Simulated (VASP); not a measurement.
# Ga (Cmce) in VASP: further runs, part 2 of 2

VASP 6.6.1. The steps go on from the part before.

## Step 3: Single point, RPBE

This run uses another cell than the first one, of 21.17 Å³/atom, 1.042 times its volume.

The input, INCAR:

```
PREC = Accurate
ENCUT = 520
EDIFF = 1E-6
ISMEAR = -1
SIGMA = 0.1
LREAL = False
LASPH = True
NELM = 100
ALGO = Normal
ISIF = 2
LWAVE = False
LCHARG = False
GGA = RP
NBANDS = 34
```

The input, KPOINTS:

```
regular mesh
0
Gamma
  10 10 9
```

The input, POSCAR:

```
Ga
1.0
    2.3452650265     -3.9234499101      0.0000000000
    2.3452650265      3.9234499101      0.0000000000
    0.0000000000      0.0000000000      4.6011853829
Ga
4
Direct
    0.8438269408      0.1561730592      0.0823280072
    0.6561730592      0.3438269408      0.5823280072
    0.1561730592      0.8438269408      0.9176719928
    0.3438269408      0.6561730592      0.4176719928
```

Potentials or basis: VASP PAW PBE potentials, release 64 (Ga_d).

The run is started by

```sh
$ cat potpaw_PBE.64/Ga_d/POTCAR > POTCAR
$ mpirun -np 1 vasp_std > vasp.out
```

OUTCAR:

```text
PREC = Accurate
   ENCUT = 520
   EDIFF = 1E-6
   ISMEAR = -1
   LREAL = False
   LASPH = True
   NELM = 100
   ISIF = 2
   GGA = RP

 ion  position               nearest neighbor table
   1  0.844  0.156  0.082-   3 2.57   2 2.73   2 2.73   4 2.81   4 2.81   3 2.87   3 2.87
   2  0.656  0.344  0.582-   4 2.57   1 2.73   1 2.73   3 2.81   3 2.81   4 2.87   4 2.87
   3  0.156  0.844  0.918-   1 2.57   4 2.73   4 2.73   2 2.81   2 2.81   1 2.87   1 2.87
   4  0.344  0.656  0.418-   2 2.57   3 2.73   3 2.73   1 2.81   1 2.81   2 2.87   2 2.87

  LATTYP: Found a base centered orthorhombic cell.
 ALAT       =     4.6905300530
 B/A-ratio  =     1.6729238981
 C/A-ratio  =     0.9809521165

  Lattice vectors:

 A1 = (   2.3452650265,  -3.9234499101,   0.0000000000)
 A2 = (   2.3452650265,   3.9234499101,   0.0000000000)
 A3 = (   0.0000000000,   0.0000000000,   4.6011853829)

Analysis of symmetry for initial positions (statically):
=====================================================================
 Subroutine PRICEL returns:
 Original cell was already a primitive cell.

 Routine SETGRP: Setting up the symmetry group for a
 base centered orthorhombic supercell.

 Subroutine GETGRP returns: Found  8 space group operations
 (whereof  4 operations were pure point group operations)
 out of a pool of  8 trial point group operations.

The static configuration has the point symmetry C_2h.
 The point group associated with its full space group is D_2h.

Analysis of symmetry for dynamics (positions and initial velocities):
=====================================================================
 Subroutine PRICEL returns:
 Original cell was already a primitive cell.

 Routine SETGRP: Setting up the symmetry group for a
 base centered orthorhombic supercell.

 Subroutine GETGRP returns: Found  8 space group operations
 (whereof  4 operations were pure point group operations)
 out of a pool of  8 trial point group operations.

The dynamic configuration has the point symmetry C_2h.
 The point group associated with its full space group is D_2h.

 Subroutine INISYM returns: Found  8 space group operations
 (whereof  4 operations are pure point group operations),
 and found     1 'primitive' translations

----------------------------------------------------------------------------------------

                                     Primitive cell

  volume of cell :      84.6759

  direct lattice vectors                    reciprocal lattice vectors
     2.345265026 -3.923449910  0.000000000     0.213195521 -0.127438864  0.000000000
     2.345265026  3.923449910  0.000000000     0.213195521  0.127438864  0.000000000
     0.000000000  0.000000000  4.601185383     0.000000000  0.000000000  0.217335299

  length of vectors
     4.570965679  4.570965679  4.601185383     0.248380745  0.248380745  0.217335299

  position of ions in fractional coordinates (direct lattice)
     0.843826941  0.156173059  0.082328007
     0.656173059  0.343826941  0.582328007
     0.156173059  0.843826941  0.917671993
     0.343826941  0.656173059  0.417671993

  ion indices of the primitive-cell ions
   primitive index   ion index
                 1           1
                 2           2
                 3           3
                 4           4

[... 28 lines left out ...]
  0.000000  0.000000  0.000000      1.000000
  0.100000 -0.000000  0.000000      4.000000
  0.200000 -0.000000  0.000000      4.000000
  0.300000 -0.000000  0.000000      4.000000
  0.400000 -0.000000  0.000000      4.000000
  0.500000 -0.000000  0.000000      2.000000
[... 16 lines left out ...]
  0.300000  0.300000  0.000000      2.000000
  0.400000  0.300000  0.000000      4.000000
 [... further k-points ...]
   k-points           NKPTS =    155   k-points in BZ     NKDIM =    155   number of bands    NBANDS=     34
   number of dos      NEDOS =    301   number of ions     NIONS =      4
   total plane-waves  NPLWV =  46656
   dimension x,y,z NGX =    36 NGY =   36 NGZ =   36
   dimension x,y,z NGXF=    72 NGYF=   72 NGZF=   72
   ions per type =               4
   NGX,Y,Z   is equivalent  to a cutoff of  13.09, 13.09, 13.01 a.u.
   NGXF,Y,Z  is equivalent  to a cutoff of  26.19, 26.19, 26.01 a.u.
 SYSTEM =  unknown system
   PREC   = accura    normal or accurate (medium, high low for compatibility)
   ISTART =      0    job   : 0-new  1-cont  2-samecut
   ICHARG =      2    charge: 1-file 2-atom 10-const
   ISPIN  =      1    spin polarized calculation?
   LNONCOLLINEAR =      F non collinear calculations
   LSORBIT =      F    spin-orbit coupling
   LASPH  =      T    aspherical Exc in radial PAW
   ENCUT  =  520.0 eV  38.22 Ry    6.18 a.u.   8.50  8.50  8.56*2*pi/ulx,y,z
   NELM   =    100;   NELMIN=  2; NELMDL= -5     # of ELM steps
   EDIFF  = 0.1E-05   stopping-criterion for ELM
   LREAL  =      F    real-space projection
   EDIFFG = 0.1E-04   stopping-criterion for IOM
   NSW    =      0    number of steps for IOM
   IBRION =     -1    ionic relax: 0-MD 1-quasi-New 2-CG
   NFREE  =      0    steps in history (QN), initial steepest desc. (CG)
   ISIF   =      2    stress and relaxation
   ISYM   =      2    0-nonsym 1-usesym 2-fastsym
   POTIM  = 0.5000    time-step for ionic-motion
   TEBEG  =    0.0;   TEEND  =   0.0 temperature during run
   PSTRESS=    0.0 pullay stress
   NELECT =      52.0000    total number of electrons
   NUPDOWN=      -1.0000    fix difference up-down
   EMIN   =  10.00;   EMAX   =-10.00  energy-range for DOS
   EFERMI =   0.00;   METHOD = LEGACY
   ISMEAR =    -1;   SIGMA  =   0.10  broadening in eV -4-tet -1-fermi 0-gaus
   EFERMI_NEDOS =   21; number of points for ismear=-14 and -15
   IALGO  =     38    algorithm
   IMIX   =      4    mixing-type and parameters
     AMIX     =   0.40;   BMIX     =  1.00
     AMIX_MAG =   1.60;   BMIX_MAG =  1.00
  volume/ion in A,a.u.               =      21.17       142.86
  Fermi-wavevector in a.u.,A,eV,Ry     =   1.391520  2.629591 26.345329  1.936327
  Thomas-Fermi vector in A             =   2.515351
   LORBIT       =      0    0 simple, 1 ext, 2 COOP (PROOUT), +10 PAW based schemes
   GGA     = RP    functional components
   LHFCALC =     F    Hartree Fock is set to
   AEXX    =    0.0000 exact exchange contribution
   IVDW    =     0    specifies the selected vdW correction
   LEPSILON=     F    determine dielectric tensor
   LRPA    =     F    only Hartree local field effects (RPA)
 non-spin polarized calculation
  energy-cutoff  :      520.00
  volume of cell :       84.68
 maximum number of plane-waves:      2305
 NGX is ok and might be reduce to    36
   NGX = 17   NGY = 17   NGZ = 17

 number of electron      52.0000027 magnetization

 Free energy of the ion-electron system (eV)
  ---------------------------------------------------
  ext. energy  EPLUGINS =         0.00000000
  ---------------------------------------------------
  free energy    TOTEN  =       -10.21695449 eV

  energy without entropy =      -10.18169915  energy(sigma->0) =      -10.19932682

 E-fermi :   4.4733     XC(G=0): -10.1310

 val. band max:        4.4580639991   @ k =   0.5000   0.4000   0.4444
 cond. band min:       4.4790264727   @ k =   0.1000  -0.0000   0.0000
 fundamental gap:      0.0209624736
 Fermi energy:         4.4732668023

 k-point     1 :       0.0000    0.0000    0.0000
  band No.  band energies     occupation
      1     -10.5595      2.00000
      2     -10.5585      2.00000
      3     -10.5384      2.00000
      4     -10.5210      2.00000
      5     -10.4932      2.00000
      6     -10.4792      2.00000
[... 877 lines left out ...]
     33      12.8399      0.00000
     34      13.1352      0.00000

 [... further k-points ...]

------------------------ aborting loop because EDIFF is reached ----------------------------------------

  FORCE on cell =-STRESS in cart. coord.  units (eV):
  Direction    XX          YY          ZZ          XY          YZ          ZX
  --------------------------------------------------------------------------------------
  -------------------------------------------------------------------------------------
  Total       -0.0392733      0.0480508      0.1970765      0.0000000     -0.0000000      0.0000000
  in kB       -0.7431015      0.9091826      3.7289424      0.0000000     -0.0000000      0.0000000
  external PRESSURE =       1.2983412 kB  Pullay stress =       0.0000000 kB

 VOLUME and BASIS-vectors are now :
 -----------------------------------------------------------------------------
  energy-cutoff  :      520.00
  volume of cell :       84.68
      direct lattice vectors                 reciprocal lattice vectors
     2.345265026 -3.923449910  0.000000000     0.213195521 -0.127438864  0.000000000
     2.345265026  3.923449910  0.000000000     0.213195521  0.127438864  0.000000000
     0.000000000  0.000000000  4.601185383     0.000000000  0.000000000  0.217335299

 POSITION                                       TOTAL-FORCE (eV/Angst)
 -----------------------------------------------------------------------------------
      2.34527     -2.69798      0.37881         0.000000      0.017119      0.000576
      2.34527     -1.22547      2.67940         0.000000     -0.017119      0.000576
      2.34527      2.69798      4.22238         0.000000     -0.017119     -0.000576
      2.34527      1.22547      1.92179         0.000000      0.017119     -0.000576
 -----------------------------------------------------------------------------------
    total drift:                                0.000000     -0.000000     -0.000000

  FREE ENERGIE OF THE ION-ELECTRON SYSTEM (eV)
  ---------------------------------------------------
  free  energy   TOTEN  =       -10.2169544903 eV

  energy  without entropy=      -10.1816991488  energy(sigma->0) =      -10.19932682
```

stdout:

```text
POSCAR found type information on POSCAR Ga
 POSCAR found :  1 types and       4 ions
 scaLAPACK will be used
 -----------------------------------------------------------------------------
|                                                                             |
|                                                                             |
|     You enforced a specific xc type in the INCAR file but a different       |
|     I HOPE YOU KNOW WHAT YOU ARE DOING!                                     |
|                                                                             |
 -----------------------------------------------------------------------------

 LDA part: xc-table for (Slater+PW92), standard interpolation
 POSCAR, INCAR and KPOINTS ok, starting setup
 FFT: planning ... GRIDC
 FFT: planning ... GRID_SOFT
 FFT: planning ... GRID
 WAVECAR not read
 entering main loop
```

Run time: 12 min. Hardware: 1 thread of Oxide Virtual Turin-like, shared host; peak memory 0.39 GiB.

Results:

| Item | Value |
| --- | --- |
| Free energy | -10.2170 eV |
| Pressure | 0.1 GPa |
| Largest force | 0.017 eV/Å |
| Band gap on the k mesh | zero (band 26 reaches 4.71 eV, above the bottom of band 27 at 3.74 eV) |

Forces in eV/Å, atoms in the order of the input:
```
Ga   0.000  0.017  0.001
Ga   0.000 -0.017  0.001
Ga   0.000 -0.017 -0.001
Ga   0.000  0.017 -0.001
```

Levels at points of the mesh, in eV from the Fermi level:
```csv
k point,band 24,band 25,band 26,band 27,band 28,band 29
"(0.00, 0.00, 0.00)",-2.09,-1.61,-0.58,0.86,0.90,1.09
"(0.50, 0.00, 0.00)",-3.34,-1.10,-1.10,0.84,0.84,3.88
"(0.50, 0.50, 0.00)",-3.04,-1.60,-1.27,1.16,1.44,2.97
```

Caveat: the PAW data sets were made with another functional, which shifts forces and pressure a little.
